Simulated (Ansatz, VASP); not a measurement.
Two plane-wave programs on CoSi

```
Co Si
1.0
     0.00000    2.31524    2.31524
     2.31524    0.00000    2.31524
     2.31524    2.31524    0.00000
Co Si
1 1
Cartesian
  0.0000 0.0000 0.0000
  2.3152 2.3152 2.3152
```

Change from the starting cell: volume scaled by 1, PAW files.

Alike in both runs: task single point; functional r2SCAN; k mesh 14 × 14 × 14; occupations fermi-dirac, width 0.1 eV; no spin polarisation.

|  | VASP | Ansatz |
| --- | --- | --- |
| version | VASP 6.6.1 | Ansatz 0.2.0 |
| potentials or method | VASP PAW PBE potentials, release 64 (Co, Si) | PAW with Ansatz's default frozen-core files, scalar-relativistic |
| plane-wave cutoff (eV) | 660 | 500 |
| valence electrons in the cell | 13 | 21 |

Ansatz gave:

```
pressure (GPa) : 0.0
```

Q: What did VASP give for the same quantities?

A: Pressure (GPa): -0.1.

VASP's potentials were made for PBE, not for r2SCAN. VASP's potentials hold 13 valence electrons a cell and Ansatz's 21, so a difference there can come from the potentials and not from the codes.
